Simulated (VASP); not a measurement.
# Cu in VASP: notebook, part 2 of 2

VASP 6.6.1.

## 4. Single point, PBE

Contents of INCAR:

```
PREC     = Accurate       # precision mode
ENCUT    = 520            # plane-wave cutoff, eV
EDIFF    = 1E-6           # SCF threshold, eV
ISMEAR   = 0              # smearing method
SIGMA    = 0.1            # smearing width, eV
LREAL    = F              # projectors in reciprocal space
LASPH    = T              # aspherical terms in the spheres
NELM     = 100            # most SCF steps
ALGO     = Normal         # electronic algorithm
ISIF     = 2              # what is computed and relaxed
LWAVE    = F              # write WAVECAR
LCHARG   = F              # write CHGCAR
GGA      = PE             # functional
NBANDS   = 12             # bands
```

Contents of KPOINTS:

```
regular mesh
0
Gamma
  6 6 6
```

Contents of POSCAR:

```
Cu
1.0
   -1.4471553690      1.4337440392      1.3601266570
    1.4472463215     -1.4399025159      1.3666790560
    1.4638359032      1.4565830501     -1.3665836942
Cu
1
Direct
   -0.0017728543     -0.0219278576      0.0249258529
```

Potentials or basis: VASP PAW PBE potentials, release 64 (Cu).

On the command line:

```sh
> cat potpaw_PBE.64/Cu/POTCAR > POTCAR
> mpirun -np 1 vasp_std > vasp.out
```

OUTCAR:

```text
PREC = Accurate
   ENCUT = 520
   EDIFF = 1E-6
   ISMEAR = 0
   LREAL = F
   LASPH = T
   NELM = 100
   ISIF = 2
   GGA = PE

 ion  position               nearest neighbor table
   1  0.998  0.978  0.025-

  LATTYP: Found a triclinic cell.
 ALAT       =     6.4703896735
 B/A-ratio  =     0.6303573513
 C/A-ratio  =     0.3827107509
 COS(alpha) =     0.0041851624
 COS(beta)  =     0.2701058063
 COS(gamma) =     0.9478165318

  Lattice vectors:

 A1 = (   5.8054839152,  -2.8569660209,   0.0066477608)
 A2 = (   2.8944016905,  -2.8736465551,   0.0065523990)
 A3 = (   1.4638359032,   1.4565830501,  -1.3665836942)

Analysis of symmetry for initial positions (statically):
=====================================================================
 Subroutine PRICEL returns:
 Original cell was already a primitive cell.

 Routine SETGRP: Setting up the symmetry group for a
 triclinic supercell.

 Subroutine GETGRP returns: Found  2 space group operations
 (whereof  1 operations were pure point group operations)
 out of a pool of  2 trial point group operations.
[... 171 lines left out ...]
  band No.  band energies     occupation
      1      -1.6191      2.00000
      2       4.5646      2.00000
      3       4.7759      2.00000
      4       4.8771      2.00000
      5       5.6284      2.00000
      6       5.8972      2.00000
      7      32.3450      0.00000
      8      32.8712      0.00000
      9      34.3105      0.00000
     10      36.5039      0.00000
     11      36.7180      0.00000
     12      37.0265      0.00000
[... 331 lines left out ...]
 k-point    24 :       0.5000    0.0000    0.1667
  band No.  band energies     occupation
      1       3.1000      2.00000
      2       3.9912      2.00000
      3       4.9095      2.00000
      4       5.7159      2.00000
      5       6.1330      2.00000
      6       8.3328      0.00039
      7      14.8735      0.00000
      8      19.7951      0.00000
      9      25.3122      0.00000
     10      31.9099      0.00000
     11      36.8143      0.00000
     12      38.2948      0.00000

 [... further k-points ...]

------------------------ aborting loop because EDIFF is reached ----------------------------------------

  FORCE on cell =-STRESS in cart. coord.  units (eV):
  Direction    XX          YY          ZZ          XY          YZ          ZX
  --------------------------------------------------------------------------------------
  -------------------------------------------------------------------------------------
  Total        0.6019431      0.5738622      0.5784964      0.0191127      0.0027073     -0.0006790
  in kB       84.0730689     80.1510212     80.7982887      2.6694654      0.3781279     -0.0948305
  external PRESSURE =      81.6741263 kB  Pullay stress =       0.0000000 kB

 VOLUME and BASIS-vectors are now :
 -----------------------------------------------------------------------------
  energy-cutoff  :      520.00
  volume of cell :       11.47
      direct lattice vectors                 reciprocal lattice vectors
    -1.447155369  1.433744039  1.360126657    -0.001999288  0.346814171  0.367512810
     1.447246321 -1.439902516  1.366679056     0.343509511 -0.001163200  0.366715380
     1.463835903  1.456583050 -1.366583694     0.341543640  0.344012211  0.000765558

 POSITION                                       TOTAL-FORCE (eV/Angst)
 -----------------------------------------------------------------------------------
      0.00741      0.05918      2.66036        -0.000000     -0.000000     -0.000000
 -----------------------------------------------------------------------------------
    total drift:                                0.000028      0.000025      0.000117

  FREE ENERGIE OF THE ION-ELECTRON SYSTEM (eV)
  ---------------------------------------------------
  free  energy   TOTEN  =        -3.6110846030 eV

  energy  without entropy=       -3.6044802825  energy(sigma->0) =       -3.60778244
```

OSZICAR:

```text
N       E                     dE             d eps       ncg     rms          rms(c)
DAV:   1     0.427036542453E+02    0.42704E+02   -0.52452E+03  2944   0.155E+03
DAV:   2    -0.320492132083E+01   -0.45909E+02   -0.42265E+02  2784   0.207E+02
DAV:   3    -0.452951399091E+01   -0.13246E+01   -0.13174E+01  3080   0.401E+01
DAV:   4    -0.453760991460E+01   -0.80959E-02   -0.80938E-02  3036   0.279E+00
DAV:   5    -0.453768455649E+01   -0.74642E-04   -0.74641E-04  3080   0.271E-01    0.771E+00
DAV:   6    -0.395877676081E+01    0.57891E+00   -0.13535E+01  3120   0.708E+01    0.374E+00
DAV:   7    -0.362615488944E+01    0.33262E+00   -0.21377E+00  3148   0.278E+01    0.684E-01
DAV:   8    -0.361183338395E+01    0.14322E-01   -0.75832E-03  3572   0.847E-01    0.202E-01
DAV:   9    -0.361108051339E+01    0.75287E-03   -0.43556E-03  3516   0.112E+00    0.267E-02
DAV:  10    -0.361108664163E+01   -0.61282E-05   -0.28551E-05  3352   0.813E-02    0.966E-03
DAV:  11    -0.361108532450E+01    0.13171E-05   -0.14431E-06  2008   0.229E-02    0.281E-03
DAV:  12    -0.361108460304E+01    0.72146E-06   -0.27807E-07  1424   0.892E-03
   1 F= -.36110846E+01 E0= -.36077824E+01  d E =-.660432E-02
```

stdout:

```text
POSCAR found type information on POSCAR Cu
 POSCAR found :  1 types and       1 ions
 scaLAPACK will be used
 LDA part: xc-table for (Slater+PW92), standard interpolation
 POSCAR, INCAR and KPOINTS ok, starting setup
 FFT: planning ... GRIDC
 FFT: planning ... GRID_SOFT
 FFT: planning ... GRID
 WAVECAR not read
 entering main loop
```

Run time: 8.9 s. Hardware: 1 thread of AMD EPYC 7R13 (Zen 3), shared host; peak memory 0.09 GiB.

Results:

| Item | Value |
| --- | --- |
| Free energy | -3.6111 eV |
| Pressure | 8.2 GPa |

Levels at points of the mesh, in eV from the Fermi level:
```tsv
k point	band 3	band 4	band 5	band 6	band 7	band 8	band 9	band 10
(0.00, 0.00, 0.00)	-3.31	-3.20	-2.45	-2.18	24.26	24.79	26.23	28.42
(0.50, 0.00, 0.00)	-2.32	-2.07	-1.53	-0.55	4.70	16.81	17.23	20.98
(0.00, 0.50, 0.00)	-2.35	-2.07	-1.54	-0.64	4.58	16.96	17.56	21.18
(0.50, 0.50, 0.00)	-2.53	-2.28	-1.56	-1.02	4.05	18.64	18.97	22.56
(0.00, 0.00, 0.50)	-2.53	-2.24	-1.57	-1.18	3.80	18.80	19.23	22.73
(0.50, 0.00, 0.50)	-2.35	-2.07	-1.54	-0.64	4.58	17.12	17.39	21.19
(0.00, 0.50, 0.50)	-2.31	-2.06	-1.54	-0.63	4.60	16.89	17.33	21.06
(0.50, 0.50, 0.50)	-1.75	-1.72	-1.67	7.29	7.57	9.85	13.05	13.80
```

Caveat: the k points lie up to 0.53 Å⁻¹ apart.

## 5. Single point, PBE

Contents of INCAR:

```
SYSTEM = Cu
  ALGO = Normal
  EDIFF = 1E-7
  ENCUT = 520
  GGA = PE
  ISIF = 2
  ISMEAR = 0
  LASPH = .True.
  LCHARG = .True.
  LELF = .True.
  LREAL = .False.
  LVHAR = .True.
  LWAVE = .False.
  NBANDS = 12
  NELM = 80
  PREC = Accurate
  SIGMA = 0.1
```

Contents of KPOINTS:

```
k-points
0
Gamma
  12 12 12
  0 0 0
```

Contents of POSCAR:

```
Cu
1.0
   -1.4427933200      1.4427933200      1.3760814500
    1.4427933200     -1.4427933200      1.3760814500
    1.4427933200      1.4427933200     -1.3760814500
Cu
1
Direct
    0.0000000000      0.0000000000      0.0000000000
```

On the command line:

```sh
> cat potpaw_PBE.64/Cu/POTCAR > POTCAR
> mpirun -np 1 vasp_std > vasp.out
```

Run time: 15 s. Hardware: 1 thread of AMD EPYC 7R13 (Zen 3), shared host; peak memory 0.1 GiB.

The run converged. Its results:

- Free energy: -3.6677 eV
- Pressure: 7.7 GPa

Stress tensor (GPa, compression positive):
```
8.30 0.00 0.00
0.00 8.30 0.00
0.00 0.00 6.59
```

Levels at points of the mesh, in eV from the Fermi level:
```tsv
k point	band 3	band 4	band 5	band 6	band 7	band 8	band 9	band 10
(0.00, 0.00, 0.00)	-3.16	-3.16	-2.29	-2.08	24.86	24.86	26.11	28.93
(0.50, 0.00, 0.00)	-2.20	-1.98	-1.40	-0.54	4.68	17.34	17.48	21.35
(0.50, 0.50, 0.00)	-2.36	-2.11	-1.43	-0.91	4.16	18.59	18.90	22.52
(0.50, 0.50, 0.50)	-1.60	-1.60	-1.55	7.73	7.73	9.57	13.34	13.98
```

## 6. Summary

| cell | k mesh | smearing | gap on the mesh (eV) | pressure (GPa) |
| --- | --- | --- | --- | --- |
| a = 2.461 Å, angles 108.2, 108.2, 112.0°, 1 atom | 10 × 10 × 10 | gaussian 0.2 eV | none | 8.2 |
| a = 2.461 Å, angles 108.2, 108.2, 112.0°, 1 atom | 10 × 10 × 10 | gaussian 0.4 eV | none | 8.1 |
| a = 2.449, b = 2.457, c = 2.476 Å, angles 107.7, 108.1, 112.5°, 1 atom | 6 × 6 × 6 | gaussian 0.1 eV | none | 8.2 |
| a = 2.461 Å, angles 108.2, 108.2, 112.0°, 1 atom | 12 × 12 × 12 | gaussian 0.1 eV | none | 7.7 |

Alike in all rows: task single point; level PBE; potentials or basis VASP PAW PBE potentials, release 64 (Cu); no spin polarisation; cutoff (eV) 520.

Caveats: some runs use coarse meshes.

Absolute energies hang on the potentials; compare differences alone.
